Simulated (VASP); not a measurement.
# H4C in VASP: a series of runs

Runs on H4C. Level: PBE. Tasks: single point.

Program: VASP 6.6.1. These are calculated values, not measurements. Logs are shortened: lines on timing, memory, paths and dates and some standing lists are left out, and cuts for length are marked.

### Step 1. The cell of the first run

The cell holds an amorphous packing of atoms, 40 atoms: a = 8.685 Å, b = 8.685 Å, c = 8.685 Å, α = 90.00°, β = 90.00°, γ = 90.00°.

### Step 2. Single point, PBE

INCAR

```
SYSTEM = H4C
PREC = Accurate
ENCUT = 520
EDIFF = 1E-6
ISMEAR = -1
SIGMA = 0.05
LREAL = Auto
LASPH = .TRUE.
NELM = 120
ALGO = Normal
ISIF = 2
LWAVE = .FALSE.
LCHARG = .TRUE.
GGA = PE
LELF = .TRUE.
LVHAR = .TRUE.
NBANDS = 58
GGA_COMPAT = .FALSE.
```

KPOINTS

```
Automatic mesh
0
G
  1 1 1
  0 0 0
```

POSCAR

```
H4C
1.0
    8.6854290000      0.0000000000      0.0000000000
    0.0000000000      8.6854290000      0.0000000000
    0.0000000000      0.0000000000      8.6854290000
C H
8 32
Direct
    0.1305750125      0.6613144843      0.6247129532
    0.0730418728      0.1512418097      0.0160383557
    0.4247919130      0.4562699206      0.4869304671
    0.6203262959      0.5072288312      0.1018487400
    0.8420079192      0.3829171823      0.4963139990
    0.6593917238      0.7695992910      0.7382709593
    0.0787871273      0.7849583481      0.2008190960
    0.5435885781      0.9085331306      0.1869337715
    0.0606533080      0.5645317002      0.5729020409
    0.0656156420      0.7387199872      0.7040872708
    0.1776193208      0.7139658847      0.5214250211
    0.2408171203      0.6359731914      0.6752804035
    0.1370110791      0.1799795957      0.1125678421
    0.0411724050      0.2608621865     -0.0268265390
   -0.0257903208      0.0844748141      0.0485525816
    0.1664166502      0.0981644085     -0.0591104941
    0.4757277965      0.3525329607      0.4571564629
    0.5259843814      0.5346310470      0.5203772894
    0.3500345233      0.4505707202      0.5850603350
    0.3320849206      0.4968666487      0.4089492874
    0.5703920900      0.4594821971     -0.0121813212
    0.5510723765      0.6189331581      0.1386920554
    0.7390884204      0.5574969296      0.0967137029
    0.6053586990      0.4213263386      0.1997943913
    0.8333842807      0.4385621021      0.3848629699
    0.7527089335      0.4170548168      0.5776225907
    0.9548175456      0.3934981220      0.5429898742
    0.8077896901      0.2621632161      0.4946215092
    0.6655514656      0.8919996928      0.7607453817
    0.6514934380      0.7286916973      0.6192209965
    0.5456495010      0.7372462546      0.7945606371
    0.7566465629      0.6993667210      0.7830701281
    0.1455541229      0.6759021345      0.2152570702
    0.0914405034      0.8554787564      0.3038767573
   -0.0454208998      0.7609411118      0.1759959122
    0.1223543477      0.8553290805      0.1025971198
    0.5473074502      1.0242326545      0.2181699948
    0.4457695757      0.8542698351      0.2413352294
    0.6471067808      0.8387035344      0.2152455567
    0.5157143073      0.9110545950      0.0568998952
```

Potentials or basis: VASP PAW PBE potentials, release 64 (C, H).

On the command line:

```bash
> cat potpaw_PBE.64/C/POTCAR potpaw_PBE.64/H/POTCAR > POTCAR
> mpirun -np 1 vasp_gam > vasp.out
```

OUTCAR:

```text
SYSTEM = H4C
   PREC = Accurate
   ENCUT = 520
   EDIFF = 1E-6
   ISMEAR = -1
   LREAL = Auto
   LASPH = .TRUE.
   NELM = 120
   ISIF = 2
   GGA = PE

 ion  position               nearest neighbor table
   1  0.131  0.661  0.625-  12 1.08  11 1.09  10 1.12   9 1.13
   2  0.073  0.151  0.016-  13 1.04  14 1.06  15 1.07  16 1.14
   3  0.425  0.456  0.487-  17 1.04  19 1.07  20 1.11  18 1.15
   4  0.620  0.507  0.102-  23 1.12  24 1.14  21 1.16  22 1.19
   5  0.842  0.383  0.496-  27 1.06  25 1.08  26 1.09  28 1.09
   6  0.659  0.770  0.738-  29 1.08  30 1.10  32 1.11  31 1.14
   7  0.079  0.785  0.201-  34 1.09  36 1.12  33 1.12  35 1.12
   8  0.544  0.909  0.187-  37 1.04  38 1.08  39 1.11  40 1.16
   9  0.061  0.565  0.573-   1 1.13
  10  0.066  0.739  0.704-   1 1.12
  11  0.178  0.714  0.521-   1 1.09
  12  0.241  0.636  0.675-   1 1.08
  13  0.137  0.180  0.113-   2 1.04
  14  0.041  0.261  0.973-   2 1.06
[... 24 lines left out ...]
  39  0.647  0.839  0.215-   8 1.11
  40  0.516  0.911  0.057-   8 1.16

  LATTYP: Found a simple cubic cell.
 ALAT       =     8.6854290000

  Lattice vectors:

 A1 = (   8.6854290000,   0.0000000000,   0.0000000000)
 A2 = (   0.0000000000,   8.6854290000,   0.0000000000)
 A3 = (   0.0000000000,   0.0000000000,   8.6854290000)

Analysis of symmetry for initial positions (statically):
=====================================================================
 Subroutine PRICEL returns:
 Original cell was already a primitive cell.

 Routine SETGRP: Setting up the symmetry group for a
 simple cubic supercell.

 Subroutine GETGRP returns: Found  1 space group operations
 (whereof  1 operations were pure point group operations)
 out of a pool of 48 trial point group operations.

The static configuration has the point symmetry C_1 .

Analysis of symmetry for dynamics (positions and initial velocities):
=====================================================================
 Subroutine PRICEL returns:
 Original cell was already a primitive cell.

 Routine SETGRP: Setting up the symmetry group for a
 simple cubic supercell.

 Subroutine GETGRP returns: Found  1 space group operations
 (whereof  1 operations were pure point group operations)
 out of a pool of 48 trial point group operations.

The dynamic configuration has the point symmetry C_1 .

 Subroutine INISYM returns: Found  1 space group operations
 (whereof  1 operations are pure point group operations),
 and found     1 'primitive' translations

----------------------------------------------------------------------------------------

                                     Primitive cell

  volume of cell :     655.1999

  direct lattice vectors                    reciprocal lattice vectors
     8.685429000  0.000000000  0.000000000     0.115135361  0.000000000  0.000000000
     0.000000000  8.685429000  0.000000000     0.000000000  0.115135361  0.000000000
     0.000000000  0.000000000  8.685429000     0.000000000  0.000000000  0.115135361

  length of vectors
     8.685429000  8.685429000  8.685429000     0.115135361  0.115135361  0.115135361

  position of ions in fractional coordinates (direct lattice)
     0.130575013  0.661314484  0.624712953
     0.073041873  0.151241810  0.016038356
     0.424791913  0.456269921  0.486930467
     0.620326296  0.507228831  0.101848740
     0.842007919  0.382917182  0.496313999
     0.659391724  0.769599291  0.738270959
[... 32 lines left out ...]
     0.647106781  0.838703534  0.215245557
     0.515714307  0.911054595  0.056899895

  ion indices of the primitive-cell ions
   primitive index   ion index
                 1           1
                 2           2
                 3           3
                 4           4
                 5           5
                 6           6
[... 32 lines left out ...]
                39          39
                40          40

----------------------------------------------------------------------------------------

 KPOINTS: Automatic mesh

Automatic generation of k-mesh.
 Grid dimensions read from file:
 generate k-points for:    1    1    1

 Generating k-lattice:

  Cartesian coordinates                     Fractional coordinates (reciprocal lattice)
     0.115135361  0.000000000  0.000000000     1.000000000  0.000000000  0.000000000
     0.000000000  0.115135361  0.000000000     0.000000000  1.000000000  0.000000000
     0.000000000  0.000000000  0.115135361     0.000000000  0.000000000  1.000000000

  Length of vectors
     0.115135361  0.115135361  0.115135361

  Shift w.r.t. Gamma in fractional coordinates (k-lattice)
     0.000000000  0.000000000  0.000000000

 Subroutine IBZKPT returns following result:
 ===========================================

 Found      1 irreducible k-points:

 Following reciprocal coordinates:
            Coordinates               Weight
  0.000000  0.000000  0.000000      1.000000
   k-points           NKPTS =      1   k-points in BZ     NKDIM =      1   number of bands    NBANDS=     58
   number of dos      NEDOS =    301   number of ions     NIONS =     40
   total plane-waves  NPLWV = 343000
   dimension x,y,z NGX =    70 NGY =   70 NGZ =   70
   dimension x,y,z NGXF=   140 NGYF=  140 NGZF=  140
   ions per type =               8  32
   NGX,Y,Z   is equivalent  to a cutoff of  13.40, 13.40, 13.40 a.u.
   NGXF,Y,Z  is equivalent  to a cutoff of  26.80, 26.80, 26.80 a.u.
 SYSTEM =  H4C
   PREC   = accura    normal or accurate (medium, high low for compatibility)
   ISTART =      0    job   : 0-new  1-cont  2-samecut
   ICHARG =      2    charge: 1-file 2-atom 10-const
   ISPIN  =      1    spin polarized calculation?
   LNONCOLLINEAR =      F non collinear calculations
   LSORBIT =      F    spin-orbit coupling
   LASPH  =      T    aspherical Exc in radial PAW
   ENCUT  =  520.0 eV  38.22 Ry    6.18 a.u.  16.15 16.15 16.15*2*pi/ulx,y,z
   NELM   =    120;   NELMIN=  2; NELMDL= -5     # of ELM steps
   EDIFF  = 0.1E-05   stopping-criterion for ELM
   LREAL  =      T    real-space projection
   EDIFFG = 0.1E-04   stopping-criterion for IOM
   NSW    =      0    number of steps for IOM
   IBRION =     -1    ionic relax: 0-MD 1-quasi-New 2-CG
   NFREE  =      0    steps in history (QN), initial steepest desc. (CG)
   ISIF   =      2    stress and relaxation
   ISYM   =      2    0-nonsym 1-usesym 2-fastsym
   POTIM  = 0.5000    time-step for ionic-motion
   TEBEG  =    0.0;   TEEND  =   0.0 temperature during run
   PSTRESS=    0.0 pullay stress
   NELECT =      64.0000    total number of electrons
   NUPDOWN=      -1.0000    fix difference up-down
   EMIN   =  10.00;   EMAX   =-10.00  energy-range for DOS
   EFERMI =   0.00;   METHOD = LEGACY
   ISMEAR =    -1;   SIGMA  =   0.05  broadening in eV -4-tet -1-fermi 0-gaus
   EFERMI_NEDOS =   21; number of points for ismear=-14 and -15
   IALGO  =     38    algorithm
   IMIX   =      4    mixing-type and parameters
     AMIX     =   0.40;   BMIX     =  1.00
     AMIX_MAG =   1.60;   BMIX_MAG =  1.00
  volume/ion in A,a.u.               =      16.38       110.54
  Fermi-wavevector in a.u.,A,eV,Ry     =   0.753952  1.424762  7.734140  0.568443
  Thomas-Fermi vector in A             =   1.851508
   LORBIT       =      0    0 simple, 1 ext, 2 COOP (PROOUT), +10 PAW based schemes
   GGA     = PE    functional components
   LHFCALC =     F    Hartree Fock is set to
   AEXX    =    0.0000 exact exchange contribution
   IVDW    =     0    specifies the selected vdW correction
   LEPSILON=     F    determine dielectric tensor
   LRPA    =     F    only Hartree local field effects (RPA)
 non-spin polarized calculation
  energy-cutoff  :      520.00
  volume of cell :      655.20
 maximum number of plane-waves:      8779
 NGX is ok and might be reduce to    70
   NGX = 33   NGY = 33   NGZ = 33

 number of electron      64.0000000 magnetization

 Free energy of the ion-electron system (eV)
  ---------------------------------------------------
  ext. energy  EPLUGINS =         0.00000000
  ---------------------------------------------------
  free energy    TOTEN  =      -190.41805074 eV

  energy without entropy =     -190.41805074  energy(sigma->0) =     -190.41805074

 E-fermi :  -5.3415     XC(G=0):  -4.7158

 val. band max:       -6.5702935642   @ k =   0.0000   0.0000   0.0000
 cond. band min:      -0.0950736330   @ k =   0.0000   0.0000   0.0000
 fundamental gap:      6.4752199311
 Fermi energy:        -5.3414508339

 k-point     1 :       0.0000    0.0000    0.0000
  band No.  band energies     occupation
      1     -15.8338      2.00000
      2     -15.6784      2.00000
      3     -15.5764      2.00000
      4     -15.5301      2.00000
      5     -15.3816      2.00000
      6     -15.3604      2.00000
[... 36 lines left out ...]
     43       2.8544      0.00000
     44       3.0184      0.00000
 [bands above 44 left out]

------------------------ aborting loop because EDIFF is reached ----------------------------------------

  FORCE on cell =-STRESS in cart. coord.  units (eV):
  Direction    XX          YY          ZZ          XY          YZ          ZX
  --------------------------------------------------------------------------------------
  -------------------------------------------------------------------------------------
  Total       -4.9509049      3.1566929      0.3464584     -0.2090541     -1.1101474      0.6509302
  in kB      -12.1065763      7.7191430      0.8472038     -0.5112055     -2.7146722      1.5917365
  external PRESSURE =      -1.1800765 kB  Pullay stress =       0.0000000 kB

 VOLUME and BASIS-vectors are now :
 -----------------------------------------------------------------------------
  energy-cutoff  :      520.00
  volume of cell :      655.20
      direct lattice vectors                 reciprocal lattice vectors
     8.685429000  0.000000000  0.000000000     0.115135361  0.000000000  0.000000000
     0.000000000  8.685429000  0.000000000     0.000000000  0.115135361  0.000000000
     0.000000000  0.000000000  8.685429000     0.000000000  0.000000000  0.115135361

 POSITION                                       TOTAL-FORCE (eV/Angst)
 -----------------------------------------------------------------------------------
      1.13410      5.74380      5.42590        -0.531841      0.051758     -0.687578
      0.63440      1.31360      0.13930         1.283960     -0.709412     -1.531004
      3.68950      3.96290      4.22920        -0.199385      2.678975      0.812060
      5.38780      4.40550      0.88460        -1.472280      1.295949      0.550853
      7.31320      3.32580      4.31070        -1.270372     -0.837538      0.290387
      5.72710      6.68430      6.41220        -1.116294     -1.529555      0.642965
[... 32 lines left out ...]
      5.62040      7.28450      1.86950        -0.301397      0.663893     -0.304253
      4.47920      7.91290      0.49420         0.618769     -0.357706      1.406620
 -----------------------------------------------------------------------------------
    total drift:                               -0.018911      0.006350      0.005234

  FREE ENERGIE OF THE ION-ELECTRON SYSTEM (eV)
  ---------------------------------------------------
  free  energy   TOTEN  =      -190.4180507441 eV

  energy  without entropy=     -190.4180507440  energy(sigma->0) =     -190.41805074
```

Run time: 78 s. Hardware: 1 thread of Intel Xeon 6975P-C (Granite Rapids), shared host; peak memory 0.62 GiB.

What came out:

```
Free energy            : -190.4181 eV
Pressure               : -0.1 GPa
Largest force          : 2.844 eV/Å
Band gap on the k mesh : 6.48 eV
```

Forces on the atoms (eV/Å):
```
C   -0.532  0.052 -0.688
C    1.284 -0.709 -1.531
C   -0.199  2.679  0.812
C   -1.472  1.296  0.551
C   -1.270 -0.838  0.290
C   -1.116 -1.530  0.643
C   -0.133 -0.119 -0.766
C   -0.296 -1.738 -2.232
H    0.731  0.606  1.193
H    0.167 -0.320 -0.784
H   -0.492  1.065 -0.361
H    0.159 -1.003  0.887
H    1.025  0.349  2.343
H   -0.580  1.013 -0.936
H   -0.327 -0.628 -0.185
H   -1.427  0.089  0.253
H    0.432 -2.093 -0.646
H   -1.522 -0.304 -0.847
H    0.115 -0.737  1.235
H    1.196  0.238 -0.663
H    0.934  0.689  1.447
H    0.667 -2.021 -0.729
H   -0.459 -0.917 -0.317
H    0.347  0.751 -1.072
H   -0.197  0.057 -0.200
H    0.140  1.055  0.166
H    0.761 -0.009  0.467
H    0.488 -0.566 -0.754
H    0.606  0.406 -0.453
H   -0.115  0.779 -0.289
H    1.093 -0.171 -0.296
H   -0.431  0.595  0.405
H   -0.392  0.569 -0.216
H   -0.155  0.014  0.222
H    0.691  0.009  0.335
H   -0.011 -0.569  0.404
H    0.431  1.841  0.883
H   -0.458 -0.184  0.324
H   -0.301  0.664 -0.304
H    0.619 -0.358  1.407
```

Levels at points of the mesh, in eV from the valence-band top:
```tsv
k point	band 28	band 29	band 30	band 31	band 32	band 33	band 34	band 35	band 36	band 37
(0.00, 0.00, 0.00)	-0.57	-0.55	-0.49	-0.27	0.00	6.48	8.23	8.35	8.47	8.52
```

Caveat: the k points lie up to 0.72 Å⁻¹ apart.

### Step 3. Single point, PBE

INCAR

```
  PREC = Accurate
  ENCUT = 520
  EDIFF = 1E-6
  ISMEAR = -1
  SIGMA = 0.05
  LREAL = Auto
  LASPH = T
  NELM = 120
  ALGO = Normal
  ISIF = 2
  LWAVE = F
  LCHARG = F
  GGA = PE
  NBANDS = 58
  GGA_COMPAT = F
```

KPOINTS

```
regular mesh
0
Gamma
  1 1 1
```

POSCAR

```
H4C
1.0
    8.6854290000      0.0000000000      0.0000000000
    0.0000000000      8.6854290000      0.0000000000
    0.0000000000      0.0000000000      8.6854290000
C H
8 32
Direct
    0.1081236172      0.6642964901      0.6456445617
    0.0780963151      0.1965475741      0.0391575361
    0.4340718230      0.4775354217      0.4546580255
    0.6337395654      0.5139297092      0.0977614347
    0.7681485854      0.3748001394      0.5087255909
    0.6561794472      0.7934668512      0.7353810618
    0.0544244850      0.8177028446      0.2076811635
    0.5550100058      0.9294532256      0.2006579065
    0.1304598771      0.5358284548      0.6276373913
   -0.0073801766      0.6863679388      0.5890209914
    0.2058274842      0.7288644004      0.5951461925
    0.1180137446      0.6976512041      0.7743428678
    0.1495953740      0.0964258645      0.0977844618
    0.1671765436      0.2936412237      0.0197917685
   -0.0092568830      0.2480361074      0.1039326900
    0.0583390872      0.1492154274     -0.0732376029
    0.5037402298      0.3703328874      0.4915589086
    0.5071021823      0.5766784807      0.4827625671
    0.3370012005      0.5151731711      0.5332954768
    0.3885818421      0.4722507086      0.3342034113
    0.5674446248      0.4901657707     -0.0082667189
    0.5806506506      0.6097798969      0.1583341479
    0.7506364971      0.5566219009      0.0731339811
    0.6391279003      0.4200598497      0.1745452067
    0.7164528085      0.4250912649      0.3974012107
    0.7033388909      0.3788529041      0.6144543925
    0.8687768906      0.4440885994      0.5299335243
    0.7859715392      0.2560380149      0.4908450694
    0.5803397852      0.8931971006      0.7547583430
    0.6383334663      0.7706009686      0.6086515703
    0.6046909139      0.6810947392      0.8033109245
    0.7726964322      0.8199594977      0.7788792010
    0.0107075885      0.7158310775      0.2728017234
    0.1217671574      0.8902496353      0.2772804890
   -0.0406658094      0.8634461234      0.1596006369
    0.1298842003      0.7962646405      0.1176337979
    0.5619296410      1.0305535858      0.2731125889
    0.4428451375      0.8762952296      0.2207605404
    0.6473140244      0.8662899668      0.2568785031
    0.5671107322      0.9671830833      0.0889535796
```

Potentials or basis: VASP PAW PBE potentials, release 64 (C, H).

On the command line:

```bash
> cat potpaw_PBE.64/C/POTCAR potpaw_PBE.64/H/POTCAR > POTCAR
> mpirun -np 1 vasp_gam > vasp.out
```

Wall time 77 s (1 thread of Intel Xeon 6975P-C (Granite Rapids), shared host); peak memory 0.61 GiB.

The run converged. Its results:

| Item | Value |
| --- | --- |
| Free energy | -189.9602 eV |
| Pressure | 0.1 GPa |
| Largest force | 4.911 eV/Å |
| Band gap on the k mesh | 6.22 eV |

Forces in eV/Å, atoms in the order of the input:
```
C    0.138 -0.621  0.770
C    4.860 -0.705 -0.041
C   -0.574 -0.176  1.150
C    0.169  1.501 -0.904
C   -0.347  1.456 -1.420
C   -1.728 -1.953  0.527
C    0.568 -2.341  2.032
C   -0.446 -0.074  2.985
H   -0.125  1.259  0.485
H    1.083  0.300  0.722
H   -0.552 -0.139 -0.371
H   -0.706 -0.674 -1.485
H   -1.392  1.779 -0.358
H   -0.866 -1.069  0.192
H   -1.633  0.103  0.824
H   -0.949  0.016 -0.669
H   -1.630  1.334 -0.479
H    0.515  0.008 -0.898
H    0.413 -1.306 -0.570
H    0.560  0.123  0.714
H    0.318 -0.099  0.296
H   -0.385  0.139  0.094
H   -0.063 -0.342 -0.297
H    0.002 -1.292  0.619
H    0.208 -0.585  1.771
H   -0.870  0.518  0.155
H    0.956 -0.193  0.055
H    0.896 -1.399 -0.410
H    0.028 -0.126  0.424
H    0.873 -0.005  0.871
H    1.056  2.399 -1.291
H   -0.219 -0.239 -0.551
H    0.794  0.222 -0.380
H    0.213  1.218  1.360
H   -2.881  2.087 -1.218
H    1.283 -1.296 -1.763
H   -0.506  0.862  0.240
H    0.009 -0.178 -0.040
H    0.294 -0.789 -0.723
H    0.634  0.276 -2.420
```

Stress tensor (GPa, compression positive):
```
 0.90 -0.78 -1.04
-0.78 -0.56  0.54
-1.04  0.54 -0.06
```

Levels at points of the mesh, in eV from the valence-band top:
| k point | band 30 | band 31 | band 32 | band 33 | band 34 | band 35 |
| --- | --- | --- | --- | --- | --- | --- |
| (0.00, 0.00, 0.00) | -0.64 | -0.29 | 0.00 | 6.22 | 7.95 | 8.08 |

Caveat: the k points lie up to 0.72 Å⁻¹ apart.
